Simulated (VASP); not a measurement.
# InSe (P-6m2) in VASP: single point with PBE

Aim: the single point of InSe with PBE.

Program: VASP 6.6.1. These are calculated values, not measurements. Logs are shortened: lines on timing, memory, paths and dates and some standing lists are left out, and cuts for length are marked.

**1. The cell of the first run**

Symmetry: P-6m2, No. 187, hexagonal system. The conventional cell has a = 4.047 Å, b = 4.047 Å, c = 18.052 Å, α = 90.00°, β = 90.00°, γ = 120.00°. Within 3.5 Å of In (site symmetry 3m) lie 3 Se at 2.65 Å and 1 In at 2.79 Å. Within 3.5 Å of In (site symmetry 3m) lie 3 Se at 2.65 Å and 1 In at 2.79 Å. Se (site symmetry 3m) has 3 In at 2.65 Å within 3.5 Å. Within 3.5 Å of Se (site symmetry 3m) lie 3 In at 2.65 Å.

**2. Single point, PBE**

Input file INCAR:

```
SYSTEM = InSe
  PREC = Accurate
  ENCUT = 520
  EDIFF = 1E-7
  ISMEAR = 0
  SIGMA = 0.05
  LREAL = Auto
  LASPH = .True.
  NELM = 60
  ALGO = Normal
  ISIF = 2
  LWAVE = .False.
  LCHARG = .False.
  GGA = PE
  NBANDS = 174
```

Input file KPOINTS:

```
regular mesh
0
Gamma
  3 3 1
  0 0 0
```

Input file POSCAR:

```
InSe
1.0
    8.0946590000      0.0000000000      0.0000000000
   -4.0473290000      7.0101800000      0.0000000000
    0.0000000000      0.0000000000     18.0520650000
In Se
16 16
Direct
    0.0000000000      0.0000000000      0.5773940000
    0.0000000000      0.5000000000      0.5773940000
    0.5000000000      0.0000000000      0.5773940000
    0.5000000000      0.5000000000      0.5773940000
    0.0000000000      0.0000000000      0.4226060000
    0.0000000000      0.5000000000      0.4226060000
    0.5000000000      0.0000000000      0.4226060000
    0.5000000000      0.5000000000      0.4226060000
    0.1666670000      0.3333330000      0.9226100000
    0.1666670000      0.8333330000      0.9226100000
    0.6666670000      0.3333330000      0.9226100000
    0.6666670000      0.8333330000      0.9226100000
    0.1666670000      0.3333330000      0.0773900000
    0.1666670000      0.8333330000      0.0773900000
    0.6666670000      0.3333330000      0.0773900000
    0.6666670000      0.8333330000      0.0773900000
    0.3333330000      0.1666670000      0.8530000000
    0.3333330000      0.6666670000      0.8530000000
    0.8333330000      0.1666670000      0.8530000000
    0.8333330000      0.6666670000      0.8530000000
    0.3333330000      0.1666670000      0.1470000000
    0.3333330000      0.6666670000      0.1470000000
    0.8333330000      0.1666670000      0.1470000000
    0.8333330000      0.6666670000      0.1470000000
    0.1666670000      0.3333330000      0.6470160000
    0.1666670000      0.8333330000      0.6470160000
    0.6666670000      0.3333330000      0.6470160000
    0.6666670000      0.8333330000      0.6470160000
    0.1666670000      0.3333330000      0.3529840000
    0.1666670000      0.8333330000      0.3529840000
    0.6666670000      0.3333330000      0.3529840000
    0.6666670000      0.8333330000      0.3529840000
```

Potentials or basis: VASP PAW PBE potentials, release 64 (In_d, Se).

Started as:

```
$ cat potpaw_PBE.64/In_d/POTCAR potpaw_PBE.64/Se/POTCAR > POTCAR
$ mpirun -np 1 vasp_std > vasp.out
```

OUTCAR:

```text
SYSTEM = InSe
   PREC = Accurate
   ENCUT = 520
   EDIFF = 1E-7
   ISMEAR = 0
   LREAL = Auto
   LASPH = .True.
   NELM = 60
   ISIF = 2
   GGA = PE

 ion  position               nearest neighbor table
   1  0.000  0.000  0.577-  25 2.65  28 2.65  26 2.65   5 2.79
   2  0.000  0.500  0.577-  26 2.65  27 2.65  25 2.65   6 2.79
   3  0.500  0.000  0.577-  27 2.65  26 2.65  28 2.65   7 2.79
   4  0.500  0.500  0.577-  28 2.65  25 2.65  27 2.65   8 2.79
   5  0.000  0.000  0.423-  29 2.65  32 2.65  30 2.65   1 2.79
   6  0.000  0.500  0.423-  30 2.65  31 2.65  29 2.65   2 2.79
[... 8 lines left out ...]
  15  0.667  0.333  0.077-  23 2.65  24 2.65  21 2.65  11 2.79
  16  0.667  0.833  0.077-  24 2.65  23 2.65  22 2.65  12 2.79
  17  0.333  0.167  0.853-   9 2.65  10 2.65  11 2.65
[... 22 lines left out ...]
 A1 = (   8.0946590000,   0.0000000000,   0.0000000000)
 A2 = (  -4.0473290000,   7.0101800000,   0.0000000000)
 A3 = (   0.0000000000,   0.0000000000,  18.0520650000)

Analysis of symmetry for initial positions (statically):
=====================================================================
 Subroutine PRICEL returns following result:

  LATTYP: Found a hexagonal cell.
 ALAT       =     4.0473295000
 C/A-ratio  =     4.4602410058

  Lattice vectors:

 A1 = (   4.0473295000,   0.0000000000,   0.0000000000)
 A2 = (  -2.0236645000,   3.5050900000,   0.0000000000)
 A3 = (   0.0000000000,   0.0000000000,  18.0520650000)

   4 primitive cells build up your supercell.

 Routine SETGRP: Setting up the symmetry group for a
 hexagonal supercell.

 Subroutine GETGRP returns: Found 12 space group operations
 (whereof 12 operations were pure point group operations)
 out of a pool of 24 trial point group operations.

The static configuration has the point symmetry D_3h.

Analysis of symmetry for dynamics (positions and initial velocities):
=====================================================================
 Subroutine PRICEL returns following result:

  LATTYP: Found a hexagonal cell.
 ALAT       =     4.0473295000
 C/A-ratio  =     4.4602410058

  Lattice vectors:

 A1 = (   4.0473295000,   0.0000000000,   0.0000000000)
 A2 = (  -2.0236645000,   3.5050900000,   0.0000000000)
 A3 = (   0.0000000000,   0.0000000000,  18.0520650000)

   4 primitive cells build up your supercell.

[... 97 lines left out ...]
   EDIFF  = 0.1E-06   stopping-criterion for ELM
   LREAL  =      T    real-space projection
   EDIFFG = 0.1E-05   stopping-criterion for IOM
   NSW    =      0    number of steps for IOM
   IBRION =     -1    ionic relax: 0-MD 1-quasi-New 2-CG
   NFREE  =      0    steps in history (QN), initial steepest desc. (CG)
   ISIF   =      2    stress and relaxation
   ISYM   =      2    0-nonsym 1-usesym 2-fastsym
   POTIM  = 0.5000    time-step for ionic-motion
   TEBEG  =    0.0;   TEEND  =   0.0 temperature during run
   PSTRESS=    0.0 pullay stress
   NELECT =     304.0000    total number of electrons
   NUPDOWN=      -1.0000    fix difference up-down
   EMIN   =  10.00;   EMAX   =-10.00  energy-range for DOS
   EFERMI =   0.00;   METHOD = LEGACY
   ISMEAR =     0;   SIGMA  =   0.05  broadening in eV -4-tet -1-fermi 0-gaus
   EFERMI_NEDOS =   21; number of points for ismear=-14 and -15
   IALGO  =     38    algorithm
   IMIX   =      4    mixing-type and parameters
     AMIX     =   0.40;   BMIX     =  1.00
     AMIX_MAG =   1.60;   BMIX_MAG =  1.00
  volume/ion in A,a.u.               =      32.01       216.02
  Fermi-wavevector in a.u.,A,eV,Ry     =   1.091980  2.063542 16.223849  1.192419
  Thomas-Fermi vector in A             =   2.228236
   LORBIT       =      0    0 simple, 1 ext, 2 COOP (PROOUT), +10 PAW based schemes
   GGA     = PE    functional components
   LHFCALC =     F    Hartree Fock is set to
   AEXX    =    0.0000 exact exchange contribution
   IVDW    =     0    specifies the selected vdW correction
   LEPSILON=     F    determine dielectric tensor
   LRPA    =     F    only Hartree local field effects (RPA)
 non-spin polarized calculation
 Gauss-broadening in eV      SIGMA  =   0.05
  energy-cutoff  :      520.00
  volume of cell :     1024.36
 maximum number of plane-waves:     27592
   NGX = 31   NGY = 31   NGZ = 67

 number of electron     304.0000096 magnetization

 Free energy of the ion-electron system (eV)
  ---------------------------------------------------
  ext. energy  EPLUGINS =         0.00000000
  ---------------------------------------------------
  free energy    TOTEN  =      -113.58879936 eV

  energy without entropy =     -113.58879936  energy(sigma->0) =     -113.58879936

 E-fermi :   3.3063     XC(G=0):  -8.4006

 val. band max:        3.0294822091   @ k =   0.0000   0.0000   0.0000
 cond. band min:       3.7450362956   @ k =   0.0000   0.0000   0.0000
 fundamental gap:      0.7155540865
 Fermi energy:         3.3063288767

 k-point     1 :       0.0000    0.0000    0.0000
  band No.  band energies     occupation
      1     -11.6161      2.00000
      2     -11.6161      2.00000
      3     -11.6161      2.00000
      4     -11.6103      2.00000
      5     -11.6103      2.00000
      6     -11.6103      2.00000
[... 490 lines left out ...]
    163       5.8072      0.00000
    164       5.8072      0.00000
 [bands above 164 left out]

------------------------ aborting loop because EDIFF is reached ----------------------------------------

  FORCE on cell =-STRESS in cart. coord.  units (eV):
  Direction    XX          YY          ZZ          XY          YZ          ZX
  --------------------------------------------------------------------------------------
  -------------------------------------------------------------------------------------
  Total        9.5572241      9.5572232      8.7457628      0.0000007      0.0000000     -0.0000000
  in kB       14.9481600     14.9481586     13.6789782      0.0000011      0.0000000     -0.0000000
  external PRESSURE =      14.5250989 kB  Pullay stress =       0.0000000 kB

 VOLUME and BASIS-vectors are now :
 -----------------------------------------------------------------------------
  energy-cutoff  :      520.00
  volume of cell :     1024.36
      direct lattice vectors                 reciprocal lattice vectors
     8.094659000  0.000000000  0.000000000     0.123538249  0.071324836  0.000000000
    -4.047329000  7.010180000  0.000000000     0.000000000  0.142649689  0.000000000
     0.000000000  0.000000000 18.052065000     0.000000000  0.000000000  0.055395325

 POSITION                                       TOTAL-FORCE (eV/Angst)
 -----------------------------------------------------------------------------------
      0.00000      0.00000     10.42315        -0.000000     -0.000000     -0.112384
     -2.02366      3.50509     10.42315         0.000000     -0.000000     -0.112384
      4.04733      0.00000     10.42315         0.000000     -0.000000     -0.112384
      2.02366      3.50509     10.42315         0.000000     -0.000000     -0.112384
      0.00000      0.00000      7.62891         0.000000     -0.000000      0.112384
     -2.02366      3.50509      7.62891         0.000000     -0.000000      0.112384
[... 24 lines left out ...]
      4.04733      2.33672      6.37209         0.000000     -0.000000     -0.242025
      2.02367      5.84181      6.37209         0.000000      0.000000     -0.242025
 -----------------------------------------------------------------------------------
    total drift:                               -0.013615      0.007830      0.000000

  FREE ENERGIE OF THE ION-ELECTRON SYSTEM (eV)
  ---------------------------------------------------
  free  energy   TOTEN  =      -113.5887993622 eV

  energy  without entropy=     -113.5887993622  energy(sigma->0) =     -113.58879936
```

OSZICAR:

```text
N       E                     dE             d eps       ncg     rms          rms(c)
DAV:   1     0.358161041029E+04    0.35816E+04   -0.12782E+05  1052   0.190E+03
DAV:   2     0.596160227108E+03   -0.29855E+04   -0.29343E+04  1044   0.518E+02
DAV:   3    -0.454231251417E+02   -0.64158E+03   -0.61217E+03  1210   0.239E+02
DAV:   4    -0.114620707826E+03   -0.69198E+02   -0.68252E+02  1272   0.730E+01
DAV:   5    -0.117157481248E+03   -0.25368E+01   -0.25104E+01  1232   0.140E+01    0.219E+01
DAV:   6    -0.113676126271E+03    0.34814E+01   -0.69186E+00  1360   0.170E+01    0.105E+01
DAV:   7    -0.113580790975E+03    0.95335E-01   -0.43950E+00  1528   0.570E+00    0.362E+00
DAV:   8    -0.113572651367E+03    0.81396E-02   -0.41140E-01  1408   0.306E+00    0.200E+00
DAV:   9    -0.113588172446E+03   -0.15521E-01   -0.80828E-02  1280   0.624E-01    0.553E-01
DAV:  10    -0.113587214016E+03    0.95843E-03   -0.78608E-03  1288   0.544E-01    0.314E-01
DAV:  11    -0.113588569698E+03   -0.13557E-02   -0.51968E-03  1344   0.159E-01    0.784E-02
DAV:  12    -0.113588692038E+03   -0.12234E-03   -0.42375E-04  1528   0.679E-02    0.750E-02
DAV:  13    -0.113588787884E+03   -0.95847E-04   -0.10148E-04  1192   0.216E-02    0.209E-02
DAV:  14    -0.113588795533E+03   -0.76490E-05   -0.18534E-05  1432   0.124E-02    0.102E-02
DAV:  15    -0.113588798335E+03   -0.28018E-05   -0.37937E-06  1048   0.445E-03    0.756E-03
DAV:  16    -0.113588799183E+03   -0.84799E-06   -0.54436E-07   952   0.205E-03    0.233E-03
DAV:  17    -0.113588799374E+03   -0.19092E-06   -0.38990E-07   792   0.154E-03    0.121E-03
DAV:  18    -0.113588799362E+03    0.11649E-07   -0.33598E-08   632   0.851E-04
   1 F= -.11358880E+03 E0= -.11358880E+03  d E =-.151954E-15
```

stdout:

```text
POSCAR found type information on POSCAR InSe
 POSCAR found :  2 types and      32 ions
 scaLAPACK will be used
 LDA part: xc-table for (Slater+PW92), standard interpolation
 POSCAR, INCAR and KPOINTS ok, starting setup
 FFT: planning ... GRIDC
 FFT: planning ... GRID_SOFT
 FFT: planning ... GRID
 WAVECAR not read
 entering main loop
```

It took 13 min on 1 thread of Intel Xeon Platinum 8375C at 2.90GHz (Ice Lake), shared host; peak memory 1.1 GiB.

What came out:

* Free energy: -113.5888 eV
* Pressure: 1.5 GPa
* Largest force: 0.242 eV/Å
* Band gap on the k mesh: 0.72 eV

Forces in eV/Å, atoms in the order of the input:
```
In   0.000  0.000 -0.112
In   0.000  0.000 -0.112
In   0.000  0.000 -0.112
In   0.000  0.000 -0.112
In   0.000  0.000  0.112
In   0.000  0.000  0.112
In   0.000  0.000  0.112
In   0.000  0.000  0.112
In   0.000  0.000  0.114
In   0.000  0.000  0.114
In   0.000  0.000  0.114
In   0.000  0.000  0.114
In   0.000  0.000 -0.114
In   0.000  0.000 -0.114
In   0.000  0.000 -0.114
In   0.000  0.000 -0.114
Se   0.000  0.000 -0.236
Se   0.000  0.000 -0.236
Se   0.000  0.000 -0.236
Se   0.000  0.000 -0.236
Se   0.000  0.000  0.236
Se   0.000  0.000  0.236
Se   0.000  0.000  0.236
Se   0.000  0.000  0.236
Se   0.000  0.000  0.242
Se   0.000  0.000  0.242
Se   0.000  0.000  0.242
Se   0.000  0.000  0.242
Se   0.000  0.000 -0.242
Se   0.000  0.000 -0.242
Se   0.000  0.000 -0.242
Se   0.000  0.000 -0.242
```

Caveat: spin-orbit coupling is left out, which moves the levels of the heavy elements; this functional lacks dispersion, which binds the layers, so the pressure and a relaxed spacing across them are unreliable.
